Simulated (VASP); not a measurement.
CoO: single point with LDA

The system is CoO.

```
Co O
1.0
    -1.50800    1.50800    2.10725
     1.50800   -1.50800    2.10725
     1.50800    1.50800   -2.10725
Co O
1 1
Direct
  0.00381 0.00233 0.99914
  0.49920 0.50362 0.00409
```

* Program: VASP 6.6.1
* Task: single point
* Functional: LDA
* Potentials or basis: VASP PAW LDA potentials, release 64 (Co, O)
* Cutoff: 520 eV
* k mesh: 7 × 7 × 7
* Occupations: fermi-dirac, width 0.05 eV
* Spin: collinear spin, ferromagnetic start
* Starting moments: [2.0, 0.0] μB

```json
{
 "Pressure": "-20.5 GPa",
 "Largest force": "0.011 eV/Å",
 "Net moment": "2.61 μB per cell",
 "Site moments": "Co +2.29; O +0.26 μB",
 "Valence electrons inside the program's atomic spheres": "Co 7.86; O 4.92"
}
```

Forces in eV/Å, atoms in the order of the input:
```
Co  -0.011  0.001  0.002
O    0.011 -0.001 -0.002
```

Stress tensor (GPa, compression positive):
```
-20.43   0.00   0.02
  0.00 -20.41   0.00
  0.02   0.00 -20.56
```

Levels at points of the mesh, in eV from the Fermi level:
Spin up:
```
           k point  band 6  band 7  band 8  band 9  band 10  band 11  band 12  band 13
(0.00, 0.00, 0.00)   -2.90   -2.87   -2.86   -2.83     0.98    16.63    18.01    18.01
```
Spin down:
```csv
k point,band 3,band 4,band 5,band 6,band 7,band 8,band 9,band 10
"(0.00, 0.00, 0.00)",-2.88,-2.88,-1.15,-1.14,-1.08,-0.49,-0.48,1.46
```

It took 3 min on 1 thread of AMD EPYC 7R43 64-Core Processor (Zen 3), on a shared host, peak memory 0.16 GiB.

Caveat: the k points lie up to 0.42 Å⁻¹ apart; a cell with one magnetic atom can't hold antiferromagnetic order, which such compounds often take; semilocal functionals often make such compounds metallic where correlation or magnetic order opens a gap, which also shifts bond lengths. With open d or f shells a metallic result of LDA can be an artefact of self-interaction; +U or a hybrid may open a gap.
